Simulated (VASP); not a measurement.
Wanted: the native input for a VASP 6.6.1 run.

| Item | Value |
| --- | --- |
| Task | single point |
| Functional | PBE |
| Potentials or basis | VASP PAW PBE potentials, release 64 (Zr_sv, Hf_pv, Se) |
| Cutoff | 520 eV |
| k mesh | 12 × 12 × 4 |
| Occupations | gaussian, width 0.02 eV |
| Spin | no spin polarisation |
| Dipole correction | no |
| Further INCAR settings | ALGO = Normal; EDIFF = 1e-06; NBANDS = 32 |

The structure of HfZrSe4 lies in POSCAR:

```
HfZrSe4
1.0
    3.7855173299      0.0000000289      0.0000000000
   -1.8927586899      3.2783541597      0.0000000000
    0.0000000000      0.0000000000     13.9291595000
Zr Hf Se
1 1 4
Direct
    0.0000000000      0.0000000000      0.0000000000
    0.0000000000      0.0000000000      0.5000000000
    0.3333333333      0.6666666667      0.8859410000
    0.3333333333      0.6666666667      0.3872710000
    0.6666666667      0.3333333333      0.6127290000
    0.6666666667      0.3333333333      0.1140590000
```

The cell was generated, and may not be a known phase.

One way to write it, as run:

INCAR

```
PREC     = Accurate       # precision mode
ENCUT    = 520            # plane-wave cutoff, eV
EDIFF    = 1E-6           # SCF threshold, eV
ISMEAR   = 0              # smearing method
SIGMA    = 0.02           # smearing width, eV
LREAL    = F              # projectors in reciprocal space
LASPH    = T              # aspherical terms in the spheres
NELM     = 80             # most SCF steps
ALGO     = Normal         # electronic algorithm
ISIF     = 2              # what is computed and relaxed
LWAVE    = F              # write WAVECAR
LCHARG   = F              # write CHGCAR
GGA      = PE             # functional
NBANDS   = 32             # bands
```

KPOINTS

```
regular mesh
0
Gamma
  12 12 4
```

Potentials or basis: VASP PAW PBE potentials, release 64 (Zr_sv, Hf_pv, Se).

Command:

```bash
$ cat potpaw_PBE.64/Zr_sv/POTCAR potpaw_PBE.64/Hf_pv/POTCAR potpaw_PBE.64/Se/POTCAR > POTCAR
$ mpirun -np 1 vasp_std > vasp.out
```

Results of the run:

The pressure is -0.1 GPa, the largest force is 0.043 eV/Å and the band gap on the k mesh is 0.43 eV (least direct gap 1.11 eV).

Caveat: semilocal functionals underestimate gaps, and a narrow one can read as zero; spin-orbit coupling is left out, which moves the levels of the heavy elements; this functional lacks dispersion, which binds layers or chains, so the pressure and a relaxed spacing across them are unreliable.

Wall time 4 min on 1 thread of Intel(R) Xeon(R) Platinum 8488C (Sapphire Rapids), with other jobs on the host, peak memory 0.52 GiB.
